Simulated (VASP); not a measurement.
# AlAs (d.b) (F-43m) in VASP: further runs, part 2 of 2

VASP 6.6.1.

**4. Single point, PBE+D3(BJ)**

This run uses another cell than the first one, of 22.72 Å³/atom, 0.992 times its volume.

File INCAR:

```
  ALGO = Normal
  EDIFF = 1E-6
  ENCUT = 500
  GGA = PE
  GGA_COMPAT = False
  ISIF = 2
  ISMEAR = 0
  IVDW = 12
  LASPH = True
  LCHARG = False
  LREAL = False
  LWAVE = False
  NBANDS = 11
  NELM = 120
  PREC = Accurate
  SIGMA = 0.02
```

File KPOINTS:

```
k-points
0
Gamma
  8 8 8
```

File POSCAR:

```
AlAs
1.0
    0.0000000000      2.8321860547      2.8321860547
    2.8321860547      0.0000000000      2.8321860547
    2.8321860547      2.8321860547      0.0000000000
Al As
1 1
Direct
    0.0000000000      0.0000000000      0.0000000000
    0.2500000000      0.2500000000      0.2500000000
```

Potentials or basis: VASP PAW PBE potentials, release 64 (Al, As).

Started as:

```bash
> cat potpaw_PBE.64/Al/POTCAR potpaw_PBE.64/As/POTCAR > POTCAR
> mpirun -np 1 vasp_std > vasp.out
```

OUTCAR:

```text
EDIFF = 1E-6
   ENCUT = 500
   GGA = PE
   ISIF = 2
   ISMEAR = 0
   IVDW = 12
   LASPH = True
   LREAL = False
   NELM = 120
   PREC = Accurate
 IVDW          = 12

 ion  position               nearest neighbor table
   1  0.000  0.000  0.000-   2 2.45   2 2.45   2 2.45   2 2.45
   2  0.250  0.250  0.250-   1 2.45   1 2.45   1 2.45   1 2.45

  LATTYP: Found a face centered cubic cell.
 ALAT       =     5.6643721094

  Lattice vectors:

 A1 = (   0.0000000000,   2.8321860547,   2.8321860547)
 A2 = (   2.8321860547,   0.0000000000,   2.8321860547)
 A3 = (   2.8321860547,   2.8321860547,   0.0000000000)

Analysis of symmetry for initial positions (statically):
=====================================================================
 Subroutine PRICEL returns:
 Original cell was already a primitive cell.

 Routine SETGRP: Setting up the symmetry group for a
 face centered cubic supercell.

 Subroutine GETGRP returns: Found 24 space group operations
 (whereof 24 operations were pure point group operations)
 out of a pool of 48 trial point group operations.

The static configuration has the point symmetry T_d .

Analysis of symmetry for dynamics (positions and initial velocities):
=====================================================================
 Subroutine PRICEL returns:
 Original cell was already a primitive cell.

 Routine SETGRP: Setting up the symmetry group for a
 face centered cubic supercell.

 Subroutine GETGRP returns: Found 24 space group operations
 (whereof 24 operations were pure point group operations)
 out of a pool of 48 trial point group operations.

The dynamic configuration has the point symmetry T_d .

 Subroutine INISYM returns: Found 24 space group operations
 (whereof 24 operations are pure point group operations),
 and found     1 'primitive' translations

----------------------------------------------------------------------------------------

                                     Primitive cell

  volume of cell :      45.4355
[... 117 lines left out ...]
   IVDW    =    12    specifies the selected vdW correction
   LEPSILON=     F    determine dielectric tensor
   LRPA    =     F    only Hartree local field effects (RPA)
 non-spin polarized calculation
 Gauss-broadening in eV      SIGMA  =   0.02
  energy-cutoff  :      500.00
  volume of cell :       45.44
 maximum number of plane-waves:      1174
 NGX is ok and might be reduce to    30
   NGX = 15   NGY = 15   NGZ = 15

 number of electron       8.0000000 magnetization

 Free energy of the ion-electron system (eV)
  ---------------------------------------------------
  ext. energy  EPLUGINS =         0.00000000
  ---------------------------------------------------
  free energy    TOTEN  =        -9.37482219 eV

  energy without entropy =       -9.37482219  energy(sigma->0) =       -9.37482219

 E-fermi :   4.0107     XC(G=0):  -9.0342

 val. band max:        3.8733829492   @ k =   0.0000   0.0000   0.0000
 cond. band min:       5.3113307298   @ k =   0.5000   0.5000   0.0000
 fundamental gap:      1.4379477806
 Fermi energy:         4.0107426782

 k-point     1 :       0.0000    0.0000    0.0000
  band No.  band energies     occupation
      1      -7.9808      2.00000
      2       3.8734      2.00000
      3       3.8734      2.00000
      4       3.8734      2.00000
      5       5.9194      0.00000
      6       8.1573      0.00000
      7       8.1573      0.00000
      8       8.1573      0.00000
      9      12.7340      0.00000
     10      12.8811      0.00000
     11      12.8811      0.00000
[... 309 lines left out ...]
 k-point    24 :      -0.3750    0.2500    0.1250
  band No.  band energies     occupation
      1      -6.3022      2.00000
      2      -1.3816      2.00000
      3       1.1876      2.00000
      4       2.3342      2.00000
      5       7.5389      0.00000
      6       8.1166      0.00000
      7      10.5467      0.00000
      8      11.5102      0.00000
      9      12.2262      0.00000
     10      14.8788      0.00000
     11      16.1623      0.00000

 [... further k-points ...]

------------------------ aborting loop because EDIFF is reached ----------------------------------------

 Edisp (eV)   -0.63305

 E8    (eV) :    -0.2766

  FORCE on cell =-STRESS in cart. coord.  units (eV):
  Direction    XX          YY          ZZ          XY          YZ          ZX
  --------------------------------------------------------------------------------------
  -------------------------------------------------------------------------------------
  Total       0.05593     0.05593     0.05593     0.00000     0.00000    -0.00000
  in kB       1.97231     1.97231     1.97231     0.00000     0.00000    -0.00000
  external pressure =        1.97 kB  Pullay stress =        0.00 kB

 VOLUME and BASIS-vectors are now :
 -----------------------------------------------------------------------------
  energy-cutoff  :      500.00
  volume of cell :       45.44
      direct lattice vectors                 reciprocal lattice vectors
     0.000000000  2.832186055  2.832186055    -0.176542074  0.176542074  0.176542074
     2.832186055  0.000000000  2.832186055     0.176542074 -0.176542074  0.176542074
     2.832186055  2.832186055  0.000000000     0.176542074  0.176542074 -0.176542074

 POSITION                                       TOTAL-FORCE (eV/Angst)
 -----------------------------------------------------------------------------------
      0.00000      0.00000      0.00000         0.000000      0.000000      0.000000
      1.41609      1.41609      1.41609        -0.000000     -0.000000     -0.000000
 -----------------------------------------------------------------------------------
    total drift:                               -0.000000     -0.000000     -0.000000

  FREE ENERGIE OF THE ION-ELECTRON SYSTEM (eV)
  ---------------------------------------------------
  free  energy   TOTEN  =       -10.0078711158 eV

  energy  without entropy=      -10.0078711158  energy(sigma->0) =      -10.00787112
```

OSZICAR:

```text
N       E                     dE             d eps       ncg     rms          rms(c)
DAV:   1     0.129780318191E+02    0.12978E+02   -0.28903E+03   638   0.526E+02
DAV:   2    -0.865342396535E+01   -0.21631E+02   -0.20413E+02   835   0.822E+01
DAV:   3    -0.959029263362E+01   -0.93687E+00   -0.93544E+00   811   0.175E+01
DAV:   4    -0.959711920501E+01   -0.68266E-02   -0.68261E-02   739   0.180E+00
DAV:   5    -0.959725246973E+01   -0.13326E-03   -0.13326E-03   787   0.238E-01    0.322E+00
DAV:   6    -0.940734131791E+01    0.18991E+00   -0.33432E-01   707   0.209E+00    0.187E+00
DAV:   7    -0.937399265543E+01    0.33349E-01   -0.16792E-01   713   0.161E+00    0.680E-01
DAV:   8    -0.937457333141E+01   -0.58068E-03   -0.11153E-02   701   0.495E-01    0.107E-01
DAV:   9    -0.937468812593E+01   -0.11479E-03   -0.40305E-04   758   0.115E-01    0.598E-02
DAV:  10    -0.937481857602E+01   -0.13045E-03   -0.17343E-04   711   0.705E-02    0.683E-03
DAV:  11    -0.937482230368E+01   -0.37277E-05   -0.19478E-05   763   0.191E-02    0.581E-03
DAV:  12    -0.937482218500E+01    0.11868E-06   -0.20143E-06   730   0.681E-03
   1 F= -.10007871E+02 E0= -.10007871E+02  d E =-.216237E-24
```

stdout:

```text
POSCAR found type information on POSCAR AlAs
 POSCAR found :  2 types and       2 ions
 scaLAPACK will be used
 LDA part: xc-table for (Slater+PW92), standard interpolation
 POSCAR, INCAR and KPOINTS ok, starting setup
 FFT: planning ... GRIDC
 FFT: planning ... GRID_SOFT
 FFT: planning ... GRID
 WAVECAR not read
 entering main loop
```

Wall time 6.3 s (1 thread of Intel Xeon 6975P-C (Granite Rapids), shared host); peak memory 0.18 GiB.

Results:

```yaml
Free_energy: -10.0079 eV
Pressure: 0.2 GPa
Band_gap_on_the_k_mesh: 1.44 eV, indirect (least direct gap 2.05 eV)
Dispersion_energy_per_atom: -0.317 eV
```

Levels at points of the mesh, in eV from the valence-band top:
```
           k point  band 1  band 2  band 3  band 4  band 5  band 6  band 7  band 8
(0.00, 0.00, 0.00)  -11.85    0.00    0.00    0.00    2.05    4.28    4.28    4.28
(0.50, 0.00, 0.00)  -10.44   -5.56   -0.82   -0.82    2.14    4.68    4.68    7.75
(0.50, 0.50, 0.00)   -9.89   -5.43   -2.17   -2.17    1.44    2.29   10.32   10.32
```

A k mesh can miss the band edges. A hybrid or GW would open this gap; PBE tends to underestimate it.

**5. Relaxation of cell and atoms, PBE+D3(BJ)**

File INCAR:

```
SYSTEM = AlAs
  ALGO = Normal
  EDIFF = 1E-7
  EDIFFG = -0.002
  ENCUT = 500
  GGA = PE
  GGA_COMPAT = .False.
  IBRION = 2
  ISIF = 3
  ISMEAR = 0
  IVDW = 12
  LASPH = .True.
  LCHARG = .False.
  LREAL = .False.
  LWAVE = .False.
  NELM = 120
  NELMIN = 4
  NSW = 100
  PREC = Accurate
  SIGMA = 0.02
```

File KPOINTS:

```
k-points
0
Gamma
  8 8 8
  0 0 0
```

File POSCAR:

```
AlAs
1.0
    0.0000000000      2.8400000000      2.8400000000
    2.8400000000      0.0000000000      2.8400000000
    2.8400000000      2.8400000000      0.0000000000
Al As
1 1
Direct
    0.0000000000      0.0000000000      0.0000000000
    0.2500000000      0.2500000000      0.2500000000
```

Potentials or basis: VASP PAW PBE potentials, release 64 (Al, As).

Started as:

```bash
> cat potpaw_PBE.64/Al/POTCAR potpaw_PBE.64/As/POTCAR > POTCAR
> mpirun -np 1 vasp_std > vasp.out
```

OUTCAR:

```text
SYSTEM = AlAs
   EDIFF = 1E-7
   EDIFFG = -0.002
   ENCUT = 500
   GGA = PE
   IBRION = 2
   ISIF = 3
   ISMEAR = 0
   IVDW = 12
   LASPH = .True.
   LREAL = .False.
   NELM = 120
   NELMIN = 4
   NSW = 100
   PREC = Accurate
 IVDW          = 12

 ion  position               nearest neighbor table
   1  0.000  0.000  0.000-   2 2.46   2 2.46   2 2.46   2 2.46
   2  0.250  0.250  0.250-   1 2.46   1 2.46   1 2.46   1 2.46

  LATTYP: Found a face centered cubic cell.
 ALAT       =     5.6800000000

  Lattice vectors:

 A1 = (   0.0000000000,   2.8400000000,   2.8400000000)
 A2 = (   2.8400000000,   0.0000000000,   2.8400000000)
 A3 = (   2.8400000000,   2.8400000000,   0.0000000000)

Analysis of symmetry for initial positions (statically):
=====================================================================
 Subroutine PRICEL returns:
 Original cell was already a primitive cell.

[... 253 lines left out ...]
 Free energy of the ion-electron system (eV)
  ---------------------------------------------------
  ext. energy  EPLUGINS =         0.00000000
  ---------------------------------------------------
  free energy    TOTEN  =        -9.37666931 eV

  energy without entropy =       -9.37666931  energy(sigma->0) =       -9.37666931

 E-fermi :   3.9854     XC(G=0):  -9.0242

 val. band max:        3.8516809488   @ k =   0.0000   0.0000   0.0000
 cond. band min:       5.2941387784   @ k =   0.5000   0.5000   0.0000
 fundamental gap:      1.4424578295
 Fermi energy:         3.9853903897

 k-point     1 :       0.0000    0.0000    0.0000
  band No.  band energies     occupation
      1      -7.9882      2.00000
      2       3.8517      2.00000
      3       3.8517      2.00000
      4       3.8517      2.00000
      5       5.8774      0.00000
      6       8.1312      0.00000
      7       8.1312      0.00000
      8       8.1312      0.00000
[... 243 lines left out ...]
 k-point    24 :      -0.3750    0.2500    0.1250
  band No.  band energies     occupation
      1      -6.3166      2.00000
      2      -1.3938      2.00000
      3       1.1724      2.00000
      4       2.3169      2.00000
      5       7.5111      0.00000
      6       8.0922      0.00000
      7      10.5147      0.00000
      8      11.4783      0.00000

 [... further k-points ...]

------------------------ aborting loop because EDIFF is reached ----------------------------------------

 Edisp (eV)   -0.63129

 E8    (eV) :    -0.2758
[... 25 lines left out ...]
  FREE ENERGIE OF THE ION-ELECTRON SYSTEM (eV)
  ---------------------------------------------------
  free  energy   TOTEN  =       -10.0079555849 eV

  energy  without entropy=      -10.0079555849  energy(sigma->0) =      -10.00795558

 reached required accuracy - stopping structural energy minimisation
```

Run time: 11 s. Hardware: 1 thread of Intel Xeon 6975P-C (Granite Rapids), shared host; peak memory 0.18 GiB.

What came out:

```
Free energy                            : -10.0080 eV
Relaxed volume                         : 22.78 Å³/atom
Relaxed cell                           : a = 4.009 Å, b = 4.009 Å, c = 4.009 Å, α = 60.00°, β = 60.00°, γ = 60.00°
Space group after relaxing (to 0.05 Å) : F-43m (No. 216)
Energy gained by relaxing              : 0.2 meV/atom
Ionic steps                            : 3
Pressure after relaxing                : 0.0 GPa
Band gap on the k mesh                 : 1.44 eV, indirect (least direct gap 2.03 eV)
Dispersion energy per atom             : -0.316 eV
```

The path:
| step | energy change (eV) | largest force (eV/Å) | pressure (GPa) | volume (Å³) |
| --- | --- | --- | --- | --- |
| 1 | 0.0000 | 0.0000 | -0.41 | 45.81 |
| 2 | -0.0003 | 0.0000 | 0.21 | 45.43 |
| 3 | -0.0003 | 0.0000 | 0.01 | 45.55 |

Final structure:
```yaml
crystal:
  lattice:
    - [0.00000, 2.83461, 2.83461]
    - [2.83461, 0.00000, 2.83461]
    - [2.83461, 2.83461, 0.00000]
  atoms:
    - { symbol: Al, position: [0.00000, 0.00000, 0.00000] }
    - { symbol: As, position: [0.25000, 0.25000, 0.25000] }
```

**6. Overview**

```csv
task,cell,k mesh,smearing,gap on the mesh (eV),pressure (GPa)
single point,"a = 4.016 Å, angles 60.0°, 2 atoms",6 × 6 × 6,gaussian 0.1 eV,1.45,-0.4
single point,"a = 4.005 Å, angles 60.0°, 2 atoms",8 × 8 × 8,gaussian 0.02 eV,1.44,0.2
relaxation of cell and atoms,"relaxed from a = 4.016 Å, angles 60.0°, 2 atoms",8 × 8 × 8,gaussian 0.02 eV,1.44,0.0
```

Alike in all rows: level PBE+D3(BJ); potentials or basis VASP PAW PBE potentials, release 64 (Al, As); no spin polarisation; cutoff (eV) 500.

Absolute energies hang on the potentials; compare differences alone.
